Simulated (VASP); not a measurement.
# Al (Fd-3m) in VASP: a series of runs

Al is run at these levels: LDA; tasks: density of states.

All numbers are computed with VASP 6.6.1; they aren't measurements. Logs are shortened: lines on timing, memory, paths and dates and some standing lists are left out, and cuts for length are marked.

## (1) The cell of the first run

It takes space group Fd-3m (No. 227, cubic). The conventional cell has a = 5.156 Å, b = 5.156 Å, c = 5.156 Å, α = 90.00°, β = 90.00°, γ = 90.00°. Al (site symmetry -43m) has 4 Al at 2.23 Å within 3.0 Å.

## (2) Density of states, LDA (volume scaled by 0.65)

POSCAR

```
Al
1.0
    0.0000000000      2.5781516742      2.5781516742
    2.5781516742      0.0000000000      2.5781516742
    2.5781516742      2.5781516742      0.0000000000
Al
2
Direct
   -0.1250000000     -0.1250000000     -0.1250000000
    0.1250000000      0.1250000000      0.1250000000
```

INCAR.step1

```
SYSTEM = Al
PREC     = Accurate       ! precision mode
ENCUT    = 520            ! plane-wave cutoff, eV
EDIFF    = 1E-6           ! SCF threshold, eV
ISMEAR   = -1             ! smearing method
SIGMA    = 0.08           ! smearing width, eV
LREAL    = .FALSE.        ! projectors in reciprocal space
LASPH    = .TRUE.         ! aspherical terms in the spheres
NELM     = 80             ! most SCF steps
ALGO     = Normal         ! electronic algorithm
ISIF     = 2              ! what is computed and relaxed
LWAVE    = .FALSE.        ! write WAVECAR
LCHARG   = .TRUE.         ! write CHGCAR
NBANDS   = 10             ! bands
```

KPOINTS.step1

```
regular mesh
0
G
  12 12 12
  0 0 0
```

INCAR.step2

```
SYSTEM = Al
PREC     = Accurate       ! precision mode
ENCUT    = 520            ! plane-wave cutoff, eV
EDIFF    = 1E-6           ! SCF threshold, eV
ISMEAR   = -5             ! smearing method
SIGMA    = 0.08           ! smearing width, eV
LREAL    = .FALSE.        ! projectors in reciprocal space
LASPH    = .TRUE.         ! aspherical terms in the spheres
NELM     = 80             ! most SCF steps
ALGO     = Normal         ! electronic algorithm
ISIF     = 2              ! what is computed and relaxed
LWAVE    = .FALSE.        ! write WAVECAR
LCHARG   = .FALSE.        ! write CHGCAR
LORBIT   = 10             ! projections on sites
NEDOS    = 1001           ! points of the DOS
ICHARG   = 11             ! starting density
```

KPOINTS.step2

```
regular mesh
0
G
  18 18 18
  0 0 0
```

Potentials or basis: VASP PAW LDA potentials, release 64 (Al).

Launch:

```bash
> cat potpaw_LDA.64/Al/POTCAR > POTCAR
> cp INCAR.step1 INCAR
> cp KPOINTS.step1 KPOINTS
> mpirun -np 1 vasp_std > vasp.out
> cp INCAR.step2 INCAR
> cp KPOINTS.step2 KPOINTS
> mpirun -np 1 vasp_std > vasp.out
```

OUTCAR:

```text
SYSTEM = Al
   PREC = Accurate
   ENCUT = 520
   EDIFF = 1E-6
   ISMEAR = -5
   LREAL = .FALSE.
   LASPH = .TRUE.
   NELM = 80
   ISIF = 2
   LORBIT = 10
   ICHARG = 11

 ion  position               nearest neighbor table
   1  0.875  0.875  0.875-   2 2.23   2 2.23   2 2.23   2 2.23
   2  0.125  0.125  0.125-   1 2.23   1 2.23   1 2.23   1 2.23

  LATTYP: Found a face centered cubic cell.
 ALAT       =     5.1563033484

  Lattice vectors:

 A1 = (   0.0000000000,   2.5781516742,   2.5781516742)
 A2 = (   2.5781516742,   0.0000000000,   2.5781516742)
 A3 = (   2.5781516742,   2.5781516742,   0.0000000000)

Analysis of symmetry for initial positions (statically):
=====================================================================
 Subroutine PRICEL returns:
 Original cell was already a primitive cell.

 Routine SETGRP: Setting up the symmetry group for a
 face centered cubic supercell.

 Subroutine GETGRP returns: Found 48 space group operations
 (whereof 12 operations were pure point group operations)
 out of a pool of 48 trial point group operations.

The static configuration has the point symmetry D_3d.
 The point group associated with its full space group is O_h .

Analysis of symmetry for dynamics (positions and initial velocities):
=====================================================================
 Subroutine PRICEL returns:
 Original cell was already a primitive cell.

 Routine SETGRP: Setting up the symmetry group for a
 face centered cubic supercell.

 Subroutine GETGRP returns: Found 48 space group operations
 (whereof 12 operations were pure point group operations)
 out of a pool of 48 trial point group operations.

The dynamic configuration has the point symmetry D_3d.
 The point group associated with its full space group is O_h .

 Subroutine INISYM returns: Found 48 space group operations
 (whereof 12 operations are pure point group operations),
 and found     1 'primitive' translations

----------------------------------------------------------------------------------------

                                     Primitive cell

  volume of cell :      34.2733

  direct lattice vectors                    reciprocal lattice vectors
     0.000000000  2.578151674  2.578151674    -0.193937387  0.193937387  0.193937387
     2.578151674  0.000000000  2.578151674     0.193937387 -0.193937387  0.193937387
     2.578151674  2.578151674  0.000000000     0.193937387  0.193937387 -0.193937387

  length of vectors
     3.646057064  3.646057064  3.646057064     0.335909408  0.335909408  0.335909408

  position of ions in fractional coordinates (direct lattice)
     0.875000000  0.875000000  0.875000000
     0.125000000  0.125000000  0.125000000

  ion indices of the primitive-cell ions
   primitive index   ion index
                 1           1
                 2           2

----------------------------------------------------------------------------------------

 KPOINTS: regular mesh

Automatic generation of k-mesh.
 Grid dimensions read from file:
 generate k-points for:   18   18   18

 Generating k-lattice:

  Cartesian coordinates                     Fractional coordinates (reciprocal lattice)
    -0.010774299  0.010774299  0.010774299     0.055555556  0.000000000  0.000000000
     0.010774299 -0.010774299  0.010774299     0.000000000  0.055555556  0.000000000
     0.010774299  0.010774299 -0.010774299     0.000000000  0.000000000  0.055555556

  Length of vectors
     0.018661634  0.018661634  0.018661634

  Shift w.r.t. Gamma in fractional coordinates (k-lattice)
     0.000000000  0.000000000  0.000000000

 TETIRR: Found    806 inequivalent tetrahedra from    34992

 Subroutine IBZKPT returns following result:
 ===========================================

 Found    195 irreducible k-points:

 Following reciprocal coordinates:
            Coordinates               Weight
  0.000000  0.000000  0.000000      1.000000
  0.055556  0.000000  0.000000      8.000000
  0.111111  0.000000  0.000000      8.000000
  0.166667  0.000000  0.000000      8.000000
  0.222222  0.000000  0.000000      8.000000
  0.277778  0.000000  0.000000      8.000000
[... 16 lines left out ...]
 -0.277778  0.055556  0.000000     24.000000
 -0.222222  0.055556  0.000000     24.000000
 [... further k-points ...]
   k-points           NKPTS =    195   k-points in BZ     NKDIM =    195   number of bands    NBANDS=      7
   number of dos      NEDOS =   1001   number of ions     NIONS =      2
   total plane-waves  NPLWV =  21952
   dimension x,y,z NGX =    28 NGY =   28 NGZ =   28
   dimension x,y,z NGXF=    56 NGYF=   56 NGZF=   56
   ions per type =               2
   NGX,Y,Z   is equivalent  to a cutoff of  12.77, 12.77, 12.77 a.u.
   NGXF,Y,Z  is equivalent  to a cutoff of  25.53, 25.53, 25.53 a.u.
 SYSTEM =  Al
   PREC   = accura    normal or accurate (medium, high low for compatibility)
   ISTART =      0    job   : 0-new  1-cont  2-samecut
   ICHARG =     11    charge: 1-file 2-atom 10-const
   ISPIN  =      1    spin polarized calculation?
   LNONCOLLINEAR =      F non collinear calculations
   LSORBIT =      F    spin-orbit coupling
   LASPH  =      T    aspherical Exc in radial PAW
   ENCUT  =  520.0 eV  38.22 Ry    6.18 a.u.   6.78  6.78  6.78*2*pi/ulx,y,z
   NELM   =     80;   NELMIN=  2; NELMDL=  0     # of ELM steps
   EDIFF  = 0.1E-05   stopping-criterion for ELM
   LREAL  =      F    real-space projection
   EDIFFG = 0.1E-04   stopping-criterion for IOM
   NSW    =      0    number of steps for IOM
   IBRION =     -1    ionic relax: 0-MD 1-quasi-New 2-CG
   NFREE  =      0    steps in history (QN), initial steepest desc. (CG)
   ISIF   =      2    stress and relaxation
   ISYM   =      2    0-nonsym 1-usesym 2-fastsym
   POTIM  = 0.5000    time-step for ionic-motion
   TEBEG  =    0.0;   TEEND  =   0.0 temperature during run
   PSTRESS=    0.0 pullay stress
   NELECT =       6.0000    total number of electrons
   NUPDOWN=      -1.0000    fix difference up-down
   EMIN   =  10.00;   EMAX   =-10.00  energy-range for DOS
   EFERMI =   0.00;   METHOD = LEGACY
   ISMEAR =    -5;   SIGMA  =   0.08  broadening in eV -4-tet -1-fermi 0-gaus
   EFERMI_NEDOS =   21; number of points for ismear=-14 and -15
   IALGO  =     38    algorithm
   IMIX   =      4    mixing-type and parameters
     AMIX     =   0.40;   BMIX     =  1.00
     AMIX_MAG =   1.60;   BMIX_MAG =  1.00
  volume/ion in A,a.u.               =      17.14       115.64
  Fermi-wavevector in a.u.,A,eV,Ry     =   0.915813  1.730636 11.411388  0.838713
  Thomas-Fermi vector in A             =   2.040597
   LORBIT       =     10    0 simple, 1 ext, 2 COOP (PROOUT), +10 PAW based schemes
   GGA     = CA    functional components
   LHFCALC =     F    Hartree Fock is set to
   AEXX    =    0.0000 exact exchange contribution
   IVDW    =     0    specifies the selected vdW correction
   LEPSILON=     F    determine dielectric tensor
   LRPA    =     F    only Hartree local field effects (RPA)
 non-spin polarized calculation
 Fermi weights with tetrahedron method with Bloechl corrections
  energy-cutoff  :      520.00
  volume of cell :       34.27
 maximum number of plane-waves:       944

 number of electron       6.0000000 magnetization

 Free energy of the ion-electron system (eV)
  ---------------------------------------------------
  ext. energy  EPLUGINS =         0.00000000
  ---------------------------------------------------
  free energy    TOTEN  =        -5.09783366 eV

  energy without entropy =       -5.09783366  energy(sigma->0) =       -5.09783366

 E-fermi :   6.4397     XC(G=0):  -9.9747

 val. band max:        6.4801628383   @ k =   0.2778   0.2222   0.0556
 cond. band min:       6.3991240929   @ k =   0.5000   0.2778   0.1111
 fundamental gap:     -0.0810387455
 Fermi energy:         6.4396769785

 k-point     1 :       0.0000    0.0000    0.0000
  band No.  band energies     occupation
      1      -3.8200      2.00000
      2       9.5532      0.00000
      3       9.5532      0.00000
      4       9.5532      0.00000
      5      11.3392      0.00000
      6      11.3392      0.00000
      7      11.3392      0.00000

 k-point     2 :       0.0556    0.0000    0.0000
  band No.  band energies     occupation
      1      -3.7706      2.00000
      2       9.0342      0.00000
      3       9.4447      0.00000
      4       9.4447      0.00000
      5      11.4951      0.00000
      6      11.4951      0.00000
      7      11.5909      0.00000

 k-point     3 :       0.1111    0.0000    0.0000
  band No.  band energies     occupation
      1      -3.6226      2.00000
      2       7.9890      0.00000
      3       9.2051      0.00000
      4       9.2051      0.00000
      5      11.8483      0.00000
      6      11.8483      0.00000
      7      11.8900      0.00000

 k-point     4 :       0.1667    0.0000    0.0000
  band No.  band energies     occupation
      1      -3.3771      2.00000
      2       6.8060      0.20539
      3       8.9448      0.00000
      4       8.9448      0.00000
      5      12.0076      0.00000
      6      12.1734      0.00000
      7      12.1734      0.00000

 k-point     5 :       0.2222    0.0000    0.0000
  band No.  band energies     occupation
      1      -3.0359      2.00000
      2       5.6047      2.12005
      3       8.7135      0.00000
      4       8.7135      0.00000
      5      12.0041      0.00000
      6      12.2265      0.00000
      7      12.2265      0.00000
[... 161 lines left out ...]
 k-point    22 :      -0.3333    0.0556    0.0000
  band No.  band energies     occupation
      1      -1.8510      2.00000
      2       3.0177      2.00000
      3       7.7594      0.00000
      4       8.5230      0.00000
      5      11.5319      0.00000
      6      11.7239      0.00000
      7      12.1514      0.00000

 k-point    23 :      -0.2778    0.0556    0.0000
  band No.  band energies     occupation
      1      -2.3953      2.00000
      2       4.0948      2.00000
      3       7.8303      0.00000
      4       8.7324      0.00000
      5      11.7434      0.00000
      6      12.0729      0.00000
      7      12.2047      0.00000

 k-point    24 :      -0.2222    0.0556    0.0000
  band No.  band energies     occupation
      1      -2.8580      2.00000
      2       5.2423      2.00000
      3       7.9678      0.00000
      4       8.9638      0.00000
      5      11.9463      0.00000
      6      12.2059      0.00000
      7      12.4406      0.00000

 [... further k-points ...]

------------------------ aborting loop because EDIFF is reached ----------------------------------------

  FORCE on cell =-STRESS in cart. coord.  units (eV):
  Direction    XX          YY          ZZ          XY          YZ          ZX
  --------------------------------------------------------------------------------------
  -------------------------------------------------------------------------------------
  Total        8.8196870      8.8196870      8.8196870      0.0000000      0.0000000      0.0000000
  in kB      412.2952847    412.2952847    412.2952847      0.0000000      0.0000000      0.0000000
  external PRESSURE =     412.2952847 kB  Pullay stress =       0.0000000 kB

 VOLUME and BASIS-vectors are now :
 -----------------------------------------------------------------------------
  energy-cutoff  :      520.00
  volume of cell :       34.27
      direct lattice vectors                 reciprocal lattice vectors
     0.000000000  2.578151674  2.578151674    -0.193937387  0.193937387  0.193937387
     2.578151674  0.000000000  2.578151674     0.193937387 -0.193937387  0.193937387
     2.578151674  2.578151674  0.000000000     0.193937387  0.193937387 -0.193937387

 POSITION                                       TOTAL-FORCE (eV/Angst)
 -----------------------------------------------------------------------------------
      4.51177      4.51177      4.51177         0.000000      0.000000      0.000000
      0.64454      0.64454      0.64454        -0.000000     -0.000000     -0.000000
 -----------------------------------------------------------------------------------
    total drift:                               -0.000000     -0.000000     -0.000000

  FREE ENERGIE OF THE ION-ELECTRON SYSTEM (eV)
  ---------------------------------------------------
  free  energy   TOTEN  =        -5.0978336569 eV

  energy  without entropy=       -5.0978336569  energy(sigma->0) =       -5.09783366

 total charge

# of ion       s       p       d       tot
------------------------------------------
    1        0.540   0.491   0.000   1.031
    2        0.540   0.491   0.000   1.031
--------------------------------------------------
tot          1.080   0.982   0.000   2.062
```

Run time: 30 s. Hardware: 1 thread of Intel Xeon Platinum 8488C (Sapphire Rapids), shared host; peak memory 0.15 GiB.

What came out:

| Property | Result |
| --- | --- |
| Valence electrons inside the program's atomic spheres | Al 1.03 |

Levels at points of the mesh, in eV from the Fermi level:
```csv
k point,band 1,band 2,band 3,band 4,band 5,band 6
"(0.00, 0.00, 0.00)",-10.26,3.11,3.11,3.11,4.90,4.90
"(0.50, 0.00, 0.00)",-7.00,-5.41,1.79,1.79,4.77,4.77
"(0.50, 0.50, 0.00)",-5.13,-5.13,-0.57,-0.57,1.92,1.92
```

Caveat: the cell differs from its parent crystal (volume scaled by 0.65); tetrahedron occupations give inexact forces and stress in metals.

## (3) Density of states, LDA

This run uses another cell than the first one, of 26.36 Å³/atom, 1.538 times its volume.

POSCAR

```
Al
1.0
    0.0000000000      2.9762587008      2.9762587008
    2.9762587008      0.0000000000      2.9762587008
    2.9762587008      2.9762587008      0.0000000000
Al
2
Direct
   -0.1250000000     -0.1250000000     -0.1250000000
    0.1250000000      0.1250000000      0.1250000000
```

INCAR.step1

```
PREC = Accurate
ENCUT = 520
EDIFF = 1E-6
ISMEAR = -1
SIGMA = 0.08
LREAL = F
LASPH = T
NELM = 100
ALGO = Normal
ISIF = 2
LWAVE = F
LCHARG = T
NBANDS = 10
```

KPOINTS.step1

```
Automatic mesh
0
Gamma
  12 12 12
```

INCAR.step2

```
PREC = Accurate
ENCUT = 520
EDIFF = 1E-6
ISMEAR = -5
SIGMA = 0.08
LREAL = F
LASPH = T
NELM = 100
ALGO = Normal
ISIF = 2
LWAVE = F
LCHARG = F
LORBIT = 11
NEDOS = 1001
ICHARG = 11
```

KPOINTS.step2

```
Automatic mesh
0
Gamma
  18 18 18
```

Potentials or basis: VASP PAW LDA potentials, release 64 (Al).

Launch:

```bash
> cat potpaw_LDA.64/Al/POTCAR > POTCAR
> cp INCAR.step1 INCAR
> cp KPOINTS.step1 KPOINTS
> mpirun -np 1 vasp_std > vasp.out
> cp INCAR.step2 INCAR
> cp KPOINTS.step2 KPOINTS
> mpirun -np 1 vasp_std > vasp.out
```

Wall time 34 s (1 thread of Intel Xeon Platinum 8488C (Sapphire Rapids), shared host); peak memory 0.18 GiB.

Results (log left out):

```yaml
Valence_electrons_inside_the_program's_atomic_spheres: Al 0.83
```

Levels at points of the mesh, in eV from the Fermi level:
```csv
k point,band 1,band 2,band 3,band 4,band 5,band 6
"(0.00, 0.00, 0.00)",-8.04,2.19,2.19,2.19,4.04,4.04
"(0.50, 0.00, 0.00)",-5.93,-3.95,1.15,1.15,3.34,4.45
"(0.50, 0.50, 0.00)",-4.41,-4.41,-0.39,-0.39,2.09,2.09
```

Caveat: tetrahedron occupations give inexact forces and stress in metals.

[end of part 1 of 2]
